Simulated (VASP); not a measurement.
# Pb (P6_3/mmc) in VASP: relaxation of cell and atoms with PBE

Aim: the relaxation of cell and atoms of Pb with PBE.

Everything below comes from runs of VASP 6.6.1. Logs are shortened: lines on timing, memory, paths and dates and some standing lists are left out, and cuts for length are marked.

### 1 The cell of the first run

The structure is hexagonal, space group P6_3/mmc (No. 194). The conventional cell has a = 4.970 Å, b = 4.970 Å, c = 6.749 Å, α = 90.00°, β = 90.00°, γ = 120.00°. Within 4.4 Å of Pb (site symmetry -3m) lie 8 Pb at 3.33 to 3.37 Å. Within 4.5 Å of Pb (site symmetry -6m2) lie 12 Pb at 3.33 to 4.43 Å.

This isn't the form of Pb at room conditions, which is fcc.

### 2 Relaxation of cell and atoms, PBE

INCAR reads:

```
PREC = Accurate
ENCUT = 600
EDIFF = 1E-6
ISMEAR = 0
SIGMA = 0.1
LREAL = False
LASPH = True
NELM = 80
ALGO = Fast
ISIF = 3
LWAVE = False
LCHARG = False
GGA = PE
IBRION = 2
NSW = 100
EDIFFG = -0.01
```

KPOINTS reads:

```
Automatic mesh
0
Gamma
  12 12 8
```

POSCAR reads:

```
Pb
1.0
    4.9701982115      0.0000000000      0.0000000000
   -2.4850991057      4.3043179130      0.0000000000
    0.0000000000      0.0000000000      6.7487367226
Pb
4
Direct
    0.0000000000      0.0000000000      0.5000000000
    0.0000000000      0.0000000000      0.0000000000
    0.3333333333      0.6666666667      0.7500000000
    0.6666666667      0.3333333333      0.2500000000
```

Potentials or basis: VASP PAW PBE potentials, release 64 (Pb_d).

Run with:

```
$ cat potpaw_PBE.64/Pb_d/POTCAR > POTCAR
$ mpirun -np 1 vasp_std > vasp.out
```

OUTCAR:

```text
PREC = Accurate
   ENCUT = 600
   EDIFF = 1E-6
   ISMEAR = 0
   LREAL = False
   LASPH = True
   NELM = 80
   ISIF = 3
   GGA = PE
   IBRION = 2
   NSW = 100
   EDIFFG = -0.01

 ion  position               nearest neighbor table
   1  0.000  0.000  0.500-   3 3.33   4 3.33   3 3.33   4 3.33   4 3.33   3 3.33   2 3.37   2 3.37

   2  0.000  0.000  0.000-   3 3.33   4 3.33   3 3.33   4 3.33   4 3.33   3 3.33   1 3.37   1 3.37

   3  0.333  0.667  0.750-   1 3.33   2 3.33   1 3.33   2 3.33   1 3.33   2 3.33
   4  0.667  0.333  0.250-   1 3.33   2 3.33   1 3.33   2 3.33   1 3.33   2 3.33

  LATTYP: Found a hexagonal cell.
 ALAT       =     4.9701982115
 C/A-ratio  =     1.3578405600

  Lattice vectors:

 A1 = (   4.9701982115,   0.0000000000,   0.0000000000)
 A2 = (  -2.4850991057,   4.3043179130,   0.0000000000)
 A3 = (   0.0000000000,   0.0000000000,   6.7487367226)

Analysis of symmetry for initial positions (statically):
=====================================================================
 Subroutine PRICEL returns:
 Original cell was already a primitive cell.

 Routine SETGRP: Setting up the symmetry group for a
 hexagonal supercell.

 Subroutine GETGRP returns: Found 24 space group operations
 (whereof 12 operations were pure point group operations)
 out of a pool of 24 trial point group operations.

The static configuration has the point symmetry D_3d.
 The point group associated with its full space group is D_6h.

Analysis of symmetry for dynamics (positions and initial velocities):
=====================================================================
 Subroutine PRICEL returns:
 Original cell was already a primitive cell.

 Routine SETGRP: Setting up the symmetry group for a
 hexagonal supercell.

 Subroutine GETGRP returns: Found 24 space group operations
 (whereof 12 operations were pure point group operations)
 out of a pool of 24 trial point group operations.

The dynamic configuration has the point symmetry D_3d.
 The point group associated with its full space group is D_6h.

 Subroutine INISYM returns: Found 24 space group operations
 (whereof 12 operations are pure point group operations),
 and found     1 'primitive' translations

----------------------------------------------------------------------------------------

                                     Primitive cell

  volume of cell :     144.3778

  direct lattice vectors                    reciprocal lattice vectors
     4.970198211  0.000000000  0.000000000     0.201199219  0.116162423  0.000000000
    -2.485099106  4.304317913  0.000000000     0.000000000  0.232324847  0.000000000
     0.000000000  0.000000000  6.748736723     0.000000000  0.000000000  0.148175880

  length of vectors
     4.970198211  4.970198211  6.748736723     0.232324847  0.232324847  0.148175880

  position of ions in fractional coordinates (direct lattice)
     0.000000000  0.000000000  0.500000000
     0.000000000  0.000000000  0.000000000
     0.333333333  0.666666667  0.750000000
     0.666666667  0.333333333  0.250000000

  ion indices of the primitive-cell ions
   primitive index   ion index
                 1           1
                 2           2
                 3           3
                 4           4

----------------------------------------------------------------------------------------

 KPOINTS: Automatic mesh

Automatic generation of k-mesh.
 Grid dimensions read from file:
 generate k-points for:   12   12    8

 Generating k-lattice:

  Cartesian coordinates                     Fractional coordinates (reciprocal lattice)
     0.016766602  0.009680202  0.000000000     0.083333333  0.000000000  0.000000000
     0.000000000  0.019360404  0.000000000     0.000000000  0.083333333  0.000000000
     0.000000000  0.000000000  0.018521985     0.000000000  0.000000000  0.125000000

  Length of vectors
     0.019360404  0.019360404  0.018521985

  Shift w.r.t. Gamma in fractional coordinates (k-lattice)
     0.000000000  0.000000000  0.000000000

 Subroutine IBZKPT returns following result:
 ===========================================

 Found     95 irreducible k-points:

 Following reciprocal coordinates:
            Coordinates               Weight
  0.000000  0.000000  0.000000      1.000000
  0.083333  0.000000  0.000000      6.000000
  0.166667  0.000000  0.000000      6.000000
  0.250000  0.000000  0.000000      6.000000
  0.333333  0.000000  0.000000      6.000000
  0.416667  0.000000  0.000000      6.000000
[... 16 lines left out ...]
  0.250000  0.000000  0.125000     12.000000
  0.333333  0.000000  0.125000     12.000000
 [... further k-points ...]
   k-points           NKPTS =     95   k-points in BZ     NKDIM =     95   number of bands    NBANDS=     33
   number of dos      NEDOS =    301   number of ions     NIONS =      4
   total plane-waves  NPLWV =  86400
   dimension x,y,z NGX =    40 NGY =   40 NGZ =   54
   dimension x,y,z NGXF=    80 NGYF=   80 NGZF=  108
   ions per type =               4
   NGX,Y,Z   is equivalent  to a cutoff of  13.38, 13.38, 13.30 a.u.
   NGXF,Y,Z  is equivalent  to a cutoff of  26.76, 26.76, 26.60 a.u.
 SYSTEM =  unknown system
   PREC   = accura    normal or accurate (medium, high low for compatibility)
   ISTART =      0    job   : 0-new  1-cont  2-samecut
   ICHARG =      2    charge: 1-file 2-atom 10-const
   ISPIN  =      1    spin polarized calculation?
   LNONCOLLINEAR =      F non collinear calculations
   LSORBIT =      F    spin-orbit coupling
   LASPH  =      T    aspherical Exc in radial PAW
   ENCUT  =  600.0 eV  44.10 Ry    6.64 a.u.   9.93  9.93 13.48*2*pi/ulx,y,z
   NELM   =     80;   NELMIN=  2; NELMDL= -5     # of ELM steps
   EDIFF  = 0.1E-05   stopping-criterion for ELM
   LREAL  =      F    real-space projection
   EDIFFG = -.1E-01   stopping-criterion for IOM
   NSW    =    100    number of steps for IOM
   IBRION =      2    ionic relax: 0-MD 1-quasi-New 2-CG
   NFREE  =      1    steps in history (QN), initial steepest desc. (CG)
   ISIF   =      3    stress and relaxation
   ISYM   =      2    0-nonsym 1-usesym 2-fastsym
   POTIM  = 0.5000    time-step for ionic-motion
   TEBEG  =    0.0;   TEEND  =   0.0 temperature during run
   PSTRESS=    0.0 pullay stress
   NELECT =      56.0000    total number of electrons
   NUPDOWN=      -1.0000    fix difference up-down
   EMIN   =  10.00;   EMAX   =-10.00  energy-range for DOS
   EFERMI =   0.00;   METHOD = LEGACY
   ISMEAR =     0;   SIGMA  =   0.10  broadening in eV -4-tet -1-fermi 0-gaus
   EFERMI_NEDOS =   21; number of points for ismear=-14 and -15
   IALGO  =     68    algorithm
   IMIX   =      4    mixing-type and parameters
     AMIX     =   0.40;   BMIX     =  1.00
     AMIX_MAG =   1.60;   BMIX_MAG =  1.00
  volume/ion in A,a.u.               =      36.09       243.58
  Fermi-wavevector in a.u.,A,eV,Ry     =   1.193907  2.256158 19.393948  1.425415
  Thomas-Fermi vector in A             =   2.329910
   LORBIT       =      0    0 simple, 1 ext, 2 COOP (PROOUT), +10 PAW based schemes
   GGA     = PE    functional components
   LHFCALC =     F    Hartree Fock is set to
   AEXX    =    0.0000 exact exchange contribution
   IVDW    =     0    specifies the selected vdW correction
   LEPSILON=     F    determine dielectric tensor
   LRPA    =     F    only Hartree local field effects (RPA)
 conjugate gradient relaxation of ions
 non-spin polarized calculation
 RMM-DIIS sequential band-by-band and
 Gauss-broadening in eV      SIGMA  =   0.10
  energy-cutoff  :      600.00
  volume of cell :      144.38
 maximum number of plane-waves:      4854
 NGX is ok and might be reduce to    40
   NGX = 19   NGY = 19   NGZ = 27

--------------------------------------- Ionic step        1  -------------------------------------------

 number of electron      56.0000005 magnetization

 Free energy of the ion-electron system (eV)
  ---------------------------------------------------
  ext. energy  EPLUGINS =         0.00000000
  ---------------------------------------------------
  free energy    TOTEN  =       -13.70352363 eV

  energy without entropy =      -13.69491685  energy(sigma->0) =      -13.69922024

------------------------ aborting loop because EDIFF is reached ----------------------------------------

  FORCE on cell =-STRESS in cart. coord.  units (eV):
  Direction    XX          YY          ZZ          XY          YZ          ZX
  --------------------------------------------------------------------------------------
  -------------------------------------------------------------------------------------
  Total        0.0163050      0.0163050     -0.1261760      0.0000000      0.0000000     -0.0000000
  in kB        0.1809389      0.1809389     -1.4001891      0.0000000      0.0000000     -0.0000000
  external PRESSURE =      -0.3461038 kB  Pullay stress =       0.0000000 kB
[... 95 lines left out ...]
  FREE ENERGIE OF THE ION-ELECTRON SYSTEM (eV)
  ---------------------------------------------------
  free  energy   TOTEN  =       -13.7037289637 eV

  energy  without entropy=      -13.6953439954  energy(sigma->0) =      -13.69953648

[... ionic steps 4 to 7 ...]

--------------------------------------- Ionic step        8  -------------------------------------------

 number of electron      55.9999999 magnetization

------------------------ aborting loop because EDIFF is reached ----------------------------------------

  FORCE on cell =-STRESS in cart. coord.  units (eV):
  Direction    XX          YY          ZZ          XY          YZ          ZX
  --------------------------------------------------------------------------------------
  -------------------------------------------------------------------------------------
  Total        0.0145622      0.0145622      0.0821219      0.0000000      0.0000000     -0.0000000
  in kB        0.1615862      0.1615862      0.9112463      0.0000000      0.0000000     -0.0000000
  external PRESSURE =       0.4114729 kB  Pullay stress =       0.0000000 kB
[... 61 lines left out ...]
  energy  without entropy=      -13.6960588382  energy(sigma->0) =      -13.70002502

--------------------------------------- Ionic step       10  -------------------------------------------

 number of electron      56.0000000 magnetization

 Free energy of the ion-electron system (eV)
  ---------------------------------------------------
  ext. energy  EPLUGINS =         0.00000000
  ---------------------------------------------------
  free energy    TOTEN  =       -13.70402101 eV

  energy without entropy =      -13.69607175  energy(sigma->0) =      -13.70004638

 E-fermi :   5.4409     XC(G=0):  -9.2078

 val. band max:        5.4121660466   @ k =   0.2500   0.1667   0.0000
 cond. band min:       5.4546076293   @ k =   0.0833   0.0833   0.1250
 fundamental gap:      0.0424415827
 Fermi energy:         5.4409067424

 k-point     1 :       0.0000    0.0000    0.0000
  band No.  band energies     occupation
      1     -11.7429      2.00000
      2     -11.7429      2.00000
      3     -11.7396      2.00000
      4     -11.7396      2.00000
      5     -11.6981      2.00000
      6     -11.5722      2.00000
[... 853 lines left out ...]
     32       7.6259      0.00000
     33       9.2043      0.00000

 [... further k-points ...]

------------------------ aborting loop because EDIFF is reached ----------------------------------------

  FORCE on cell =-STRESS in cart. coord.  units (eV):
  Direction    XX          YY          ZZ          XY          YZ          ZX
  --------------------------------------------------------------------------------------
  -------------------------------------------------------------------------------------
  Total        0.0379259      0.0379259      0.0391796      0.0000000      0.0000000     -0.0000000
  in kB        0.4208909      0.4208909      0.4348044      0.0000000      0.0000000     -0.0000000
  external PRESSURE =       0.4255287 kB  Pullay stress =       0.0000000 kB
[... 19 lines left out ...]
  FREE ENERGIE OF THE ION-ELECTRON SYSTEM (eV)
  ---------------------------------------------------
  free  energy   TOTEN  =       -13.7040210110 eV

  energy  without entropy=      -13.6960717529  energy(sigma->0) =      -13.70004638

 reached required accuracy - stopping structural energy minimisation
```

Run time: 75 min. Hardware: 1 thread of Oxide Virtual Turin-like, shared host; peak memory 0.54 GiB.

What came out:

```
Free energy               : -13.7040 eV
Energy gained by relaxing : 0.1 meV/atom
Ionic steps               : 10
Pressure after relaxing   : 0.0 GPa
Band gap on the k mesh    : zero (bands 28 and 29 overlap by 2.22 eV)
```

The path:
| step | energy change (eV) | largest force (eV/Å) | pressure (GPa) | volume (Å³) |
| --- | --- | --- | --- | --- |
| 1 | 0.0000 | 0.0000 | -0.03 | 144.38 |
| 2 | -0.0002 | 0.0000 | 0.02 | 144.21 |
| 3 | -0.0002 | 0.0000 | 0.03 | 144.11 |
| 4 | -0.0002 | 0.0000 | 0.11 | 143.91 |
| 5 | -0.0002 | 0.0000 | 0.11 | 143.98 |
| 6 | -0.0003 | 0.0000 | 0.10 | 144.03 |
| 7 | -0.0004 | 0.0000 | 0.06 | 144.15 |
| 8 | -0.0004 | 0.0000 | 0.04 | 144.39 |
| 9 | -0.0005 | 0.0000 | 0.05 | 144.26 |
| 10 | -0.0005 | 0.0000 | 0.04 | 144.37 |

Final structure:
```cif
data_structure
_symmetry_space_group_name_H-M 'P 1'
_symmetry_Int_Tables_number 1
_cell_length_a 4.9875
_cell_length_b 4.9875
_cell_length_c 6.7016
_cell_angle_alpha 90.000
_cell_angle_beta 90.000
_cell_angle_gamma 120.000
_cell_volume 144.37
loop_
_atom_site_label
_atom_site_type_symbol
_atom_site_fract_x
_atom_site_fract_y
_atom_site_fract_z
_atom_site_occupancy
Pb1 Pb 0.00000 0.00000 0.50000 1
Pb2 Pb 0.00000 0.00000 0.00000 1
Pb3 Pb 0.33333 0.66667 0.75000 1
Pb4 Pb 0.66667 0.33333 0.25000 1
```

Caveat: spin-orbit coupling is left out, which moves the levels of the heavy elements.

The gap in the log of VASP goes by the Fermi energy; the results here count the filled bands.